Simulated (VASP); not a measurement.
# BN (P6_3mc) in VASP: settings compared

Aim: see how the results for BN move with the level of theory and the settings. Levels: LDA, r2SCAN. Tasks: single point.

All numbers are computed with VASP 6.6.1; they aren't measurements. Logs are shortened: lines on timing, memory, paths and dates and some standing lists are left out, and cuts for length are marked.

## 1. The cell of the first run

The structure is hexagonal, space group P6_3mc (No. 186). Conventional cell: a = 2.523 Å, b = 2.523 Å, c = 4.174 Å, α = 90.00°, β = 90.00°, γ = 120.00°. B (site symmetry 3m) has 4 N at 1.55 to 1.56 Å within 2.1 Å. Within 2.1 Å of N (site symmetry 3m) lie 4 B at 1.55 to 1.56 Å.

## 2. Single point, LDA

Input file INCAR:

```
PREC = Accurate
ENCUT = 910
EDIFF = 1E-6
ISMEAR = -1
SIGMA = 0.02
LREAL = F
LASPH = T
NELM = 120
ALGO = Normal
ISIF = 2
LWAVE = F
LCHARG = F
NBANDS = 16
GGA_COMPAT = F
```

Input file KPOINTS:

```
Automatic mesh
0
Gamma
  12 12 6
```

Input file POSCAR:

```
BN
1.0
    2.5226864285      0.0000000000      0.0000000000
   -1.2613432142      2.1847105328      0.0000000000
    0.0000000000      0.0000000000      4.1743498438
B N
2 2
Direct
    0.6666666667      0.3333333333      0.0002972610
    0.3333333333      0.6666666667      0.5002972610
    0.6666666667      0.3333333333      0.3747027390
    0.3333333333      0.6666666667      0.8747027390
```

Potentials or basis: VASP PAW LDA potentials, release 64 (B_h, N_h).

Launch:

```console
> cat potpaw_LDA.64/B_h/POTCAR potpaw_LDA.64/N_h/POTCAR > POTCAR
> mpirun -np 1 vasp_std > vasp.out
```

OUTCAR:

```text
PREC = Accurate
   ENCUT = 910
   EDIFF = 1E-6
   ISMEAR = -1
   LREAL = F
   LASPH = T
   NELM = 120
   ISIF = 2

 ion  position               nearest neighbor table
   1  0.667  0.333  0.000-
   2  0.333  0.667  0.500-
   3  0.667  0.333  0.375-
   4  0.333  0.667  0.875-

  LATTYP: Found a hexagonal cell.
 ALAT       =     2.5226864285
 C/A-ratio  =     1.6547240262

  Lattice vectors:

 A1 = (   2.5226864285,   0.0000000000,   0.0000000000)
 A2 = (  -1.2613432142,   2.1847105328,   0.0000000000)
 A3 = (   0.0000000000,   0.0000000000,   4.1743498438)

Analysis of symmetry for initial positions (statically):
=====================================================================
 Subroutine PRICEL returns:
 Original cell was already a primitive cell.

 Routine SETGRP: Setting up the symmetry group for a
 hexagonal supercell.

 Subroutine GETGRP returns: Found 12 space group operations
 (whereof  6 operations were pure point group operations)
 out of a pool of 24 trial point group operations.

The static configuration has the point symmetry C_3v.
 The point group associated with its full space group is C_6v.

Analysis of symmetry for dynamics (positions and initial velocities):
=====================================================================
 Subroutine PRICEL returns:
 Original cell was already a primitive cell.

 Routine SETGRP: Setting up the symmetry group for a
 hexagonal supercell.

 Subroutine GETGRP returns: Found 12 space group operations
 (whereof  6 operations were pure point group operations)
 out of a pool of 24 trial point group operations.

The dynamic configuration has the point symmetry C_3v.
 The point group associated with its full space group is C_6v.

 Subroutine INISYM returns: Found 12 space group operations
 (whereof  6 operations are pure point group operations),
 and found     1 'primitive' translations

----------------------------------------------------------------------------------------

                                     Primitive cell

  volume of cell :      23.0063

  direct lattice vectors                    reciprocal lattice vectors
     2.522686429  0.000000000  0.000000000     0.396402814  0.228863272  0.000000000
    -1.261343214  2.184710533  0.000000000     0.000000000  0.457726543  0.000000000
     0.000000000  0.000000000  4.174349844     0.000000000  0.000000000  0.239558264

  length of vectors
     2.522686429  2.522686428  4.174349844     0.457726543  0.457726543  0.239558264

  position of ions in fractional coordinates (direct lattice)
     0.666666667  0.333333333  0.000297261
     0.333333333  0.666666667  0.500297261
     0.666666667  0.333333333  0.374702739
     0.333333333  0.666666667  0.874702739

  ion indices of the primitive-cell ions
   primitive index   ion index
                 1           1
                 2           2
                 3           3
                 4           4

----------------------------------------------------------------------------------------

 KPOINTS: Automatic mesh

Automatic generation of k-mesh.
 Grid dimensions read from file:
 generate k-points for:   12   12    6

 Generating k-lattice:

  Cartesian coordinates                     Fractional coordinates (reciprocal lattice)
     0.033033568  0.019071939  0.000000000     0.083333333  0.000000000  0.000000000
     0.000000000  0.038143879  0.000000000     0.000000000  0.083333333  0.000000000
     0.000000000  0.000000000  0.039926377     0.000000000  0.000000000  0.166666667

  Length of vectors
     0.038143879  0.038143879  0.039926377

  Shift w.r.t. Gamma in fractional coordinates (k-lattice)
     0.000000000  0.000000000  0.000000000

 Subroutine IBZKPT returns following result:
 ===========================================

 Found     76 irreducible k-points:

 Following reciprocal coordinates:
            Coordinates               Weight
  0.000000  0.000000  0.000000      1.000000
  0.083333  0.000000  0.000000      6.000000
  0.166667  0.000000  0.000000      6.000000
  0.250000  0.000000  0.000000      6.000000
  0.333333  0.000000  0.000000      6.000000
  0.416667 -0.000000  0.000000      6.000000
[... 16 lines left out ...]
  0.250000  0.000000  0.166667     12.000000
  0.333333  0.000000  0.166667     12.000000
 [... further k-points ...]
   k-points           NKPTS =     76   k-points in BZ     NKDIM =     76   number of bands    NBANDS=     16
   number of dos      NEDOS =    301   number of ions     NIONS =      4
   total plane-waves  NPLWV =  32928
   dimension x,y,z NGX =    28 NGY =   28 NGZ =   42
   dimension x,y,z NGXF=    56 NGYF=   56 NGZF=   84
   ions per type =               2   2
   NGX,Y,Z   is equivalent  to a cutoff of  18.45, 18.45, 16.73 a.u.
   NGXF,Y,Z  is equivalent  to a cutoff of  36.90, 36.90, 33.45 a.u.
 SYSTEM =  unknown system
   PREC   = accura    normal or accurate (medium, high low for compatibility)
   ISTART =      0    job   : 0-new  1-cont  2-samecut
   ICHARG =      2    charge: 1-file 2-atom 10-const
   ISPIN  =      1    spin polarized calculation?
   LNONCOLLINEAR =      F non collinear calculations
   LSORBIT =      F    spin-orbit coupling
   LASPH  =      T    aspherical Exc in radial PAW
   ENCUT  =  910.0 eV  66.88 Ry    8.18 a.u.   6.20  6.20 10.27*2*pi/ulx,y,z
   NELM   =    120;   NELMIN=  2; NELMDL= -5     # of ELM steps
   EDIFF  = 0.1E-05   stopping-criterion for ELM
   LREAL  =      F    real-space projection
   EDIFFG = 0.1E-04   stopping-criterion for IOM
   NSW    =      0    number of steps for IOM
   IBRION =     -1    ionic relax: 0-MD 1-quasi-New 2-CG
   NFREE  =      0    steps in history (QN), initial steepest desc. (CG)
   ISIF   =      2    stress and relaxation
   ISYM   =      2    0-nonsym 1-usesym 2-fastsym
   POTIM  = 0.5000    time-step for ionic-motion
   TEBEG  =    0.0;   TEEND  =   0.0 temperature during run
   PSTRESS=    0.0 pullay stress
   NELECT =      16.0000    total number of electrons
   NUPDOWN=      -1.0000    fix difference up-down
   EMIN   =  10.00;   EMAX   =-10.00  energy-range for DOS
   EFERMI =   0.00;   METHOD = LEGACY
   ISMEAR =    -1;   SIGMA  =   0.02  broadening in eV -4-tet -1-fermi 0-gaus
   EFERMI_NEDOS =   21; number of points for ismear=-14 and -15
   IALGO  =     38    algorithm
   IMIX   =      4    mixing-type and parameters
     AMIX     =   0.40;   BMIX     =  1.00
     AMIX_MAG =   1.60;   BMIX_MAG =  1.00
  volume/ion in A,a.u.               =       5.75        38.81
  Fermi-wavevector in a.u.,A,eV,Ry     =   1.450439  2.740932 28.623576  2.103773
  Thomas-Fermi vector in A             =   2.568051
   LORBIT       =      0    0 simple, 1 ext, 2 COOP (PROOUT), +10 PAW based schemes
   GGA     = CA    functional components
   LHFCALC =     F    Hartree Fock is set to
   AEXX    =    0.0000 exact exchange contribution
   IVDW    =     0    specifies the selected vdW correction
   LEPSILON=     F    determine dielectric tensor
   LRPA    =     F    only Hartree local field effects (RPA)
 non-spin polarized calculation
  energy-cutoff  :      910.00
  volume of cell :       23.01
 maximum number of plane-waves:      1472
 NGX is ok and might be reduce to    28
   NGX = 13   NGY = 13   NGZ = 21

 number of electron      16.0000000 magnetization

 Free energy of the ion-electron system (eV)
  ---------------------------------------------------
  ext. energy  EPLUGINS =         0.00000000
  ---------------------------------------------------
  free energy    TOTEN  =       -38.76674576 eV

  energy without entropy =      -38.76674576  energy(sigma->0) =      -38.76674576

 E-fermi :   9.8124     XC(G=0): -13.3892

 val. band max:        9.3932980409   @ k =   0.0000   0.0000   0.0000
 cond. band min:      14.3003805433   @ k =   0.3333   0.3333   0.0000
 fundamental gap:      4.9070825023
 Fermi energy:         9.8123707291

 k-point     1 :       0.0000    0.0000    0.0000
  band No.  band energies     occupation
      1     -11.1686      2.00000
      2      -6.8279      2.00000
      3      -1.8161      2.00000
      4       7.2036      2.00000
      5       7.2036      2.00000
      6       9.0974      2.00000
[... 8 lines left out ...]
     15      21.3636      0.00000
     16      25.7024      0.00000

 k-point     2 :       0.0833    0.0000    0.0000
  band No.  band energies     occupation
      1     -11.0136      2.00000
      2      -6.7075      2.00000
      3      -1.6636      2.00000
      4       6.5064      2.00000
      5       6.9096      2.00000
      6       8.8195      2.00000
[... 8 lines left out ...]
     15      21.8155      0.00000
     16      25.4622      0.00000

 k-point     3 :       0.1667    0.0000    0.0000
  band No.  band energies     occupation
      1     -10.5530      2.00000
      2      -6.3620      2.00000
      3      -1.2118      2.00000
      4       4.8208      2.00000
      5       6.2219      2.00000
      6       7.4035      2.00000
[... 8 lines left out ...]
     15      22.9886      0.00000
     16      24.7565      0.00000

 k-point     4 :       0.2500    0.0000    0.0000
  band No.  band energies     occupation
      1      -9.8025      2.00000
      2      -5.8537      2.00000
      3      -0.4824      2.00000
      4       2.8128      2.00000
      5       5.4550      2.00000
      6       5.6182      2.00000
[... 8 lines left out ...]
     15      24.5022      0.00000
     16      25.0105      0.00000
[... 324 lines left out ...]
 k-point    22 :       0.1667    0.0000    0.1667
  band No.  band energies     occupation
      1     -10.3858      2.00000
      2      -6.9386      2.00000
      3      -0.3651      2.00000
      4       4.9673      2.00000
      5       6.3572      2.00000
      6       6.9610      2.00000
[... 8 lines left out ...]
     15      22.6646      0.00000
     16      24.8137      0.00000

 k-point    23 :       0.2500    0.0000    0.1667
  band No.  band energies     occupation
      1      -9.6401      2.00000
      2      -6.3680      2.00000
      3       0.2185      2.00000
      4       3.0286      2.00000
      5       5.1740      2.00000
      6       5.5978      2.00000
[... 8 lines left out ...]
     15      24.1581      0.00000
     16      25.1118      0.00000

 k-point    24 :       0.3333    0.0000    0.1667
  band No.  band energies     occupation
      1      -8.6475      2.00000
      2      -5.7479      2.00000
      3       0.3737      2.00000
      4       1.8548      2.00000
      5       3.3509      2.00000
      6       4.9586      2.00000
[... 8 lines left out ...]
     15      25.5706      0.00000
     16      25.9435      0.00000

 [... further k-points ...]
[... 5 lines left out ...]
  --------------------------------------------------------------------------------------
  -------------------------------------------------------------------------------------
  Total        0.0991886      0.0991886      0.0970759      0.0000000      0.0000000      0.0000000
  in kB        6.9075892      6.9075892      6.7604551      0.0000000      0.0000000      0.0000000
  external PRESSURE =       6.8585445 kB  Pullay stress =       0.0000000 kB

 VOLUME and BASIS-vectors are now :
 -----------------------------------------------------------------------------
  energy-cutoff  :      910.00
  volume of cell :       23.01
      direct lattice vectors                 reciprocal lattice vectors
     2.522686429  0.000000000  0.000000000     0.396402814  0.228863272  0.000000000
    -1.261343214  2.184710533  0.000000000     0.000000000  0.457726543  0.000000000
     0.000000000  0.000000000  4.174349844     0.000000000  0.000000000  0.239558264

 POSITION                                       TOTAL-FORCE (eV/Angst)
 -----------------------------------------------------------------------------------
      1.26134      0.72824      0.00124        -0.000000     -0.000000      0.003265
     -0.00000      1.45647      2.08842        -0.000000      0.000000      0.003265
      1.26134      0.72824      1.56414        -0.000000      0.000000     -0.003265
     -0.00000      1.45647      3.65132         0.000000     -0.000000     -0.003265
 -----------------------------------------------------------------------------------
    total drift:                                0.000000     -0.000000     -0.000884

  FREE ENERGIE OF THE ION-ELECTRON SYSTEM (eV)
  ---------------------------------------------------
  free  energy   TOTEN  =       -38.7667457609 eV

  energy  without entropy=      -38.7667457609  energy(sigma->0) =      -38.76674576
```

It took 48 s on 1 thread of Intel Xeon Platinum 8488C (Sapphire Rapids), shared host; peak memory 0.18 GiB.

What came out:

```yaml
Free_energy: -38.7667 eV
Pressure: 0.7 GPa
Largest_force: 0.003 eV/Å
Band_gap_on_the_k_mesh: 4.91 eV, indirect (least direct gap 8.28 eV)
```

Forces on the atoms (eV/Å):
```
B    0.000  0.000  0.003
B    0.000  0.000  0.003
N    0.000  0.000 -0.003
N    0.000  0.000 -0.003
```

Caveat: the cutoff is under 1.25 times the usual one of these potentials, so pressure, stress and relaxed cells hold a basis-set (Pulay) error.

(Continued in part 2 of 2.)
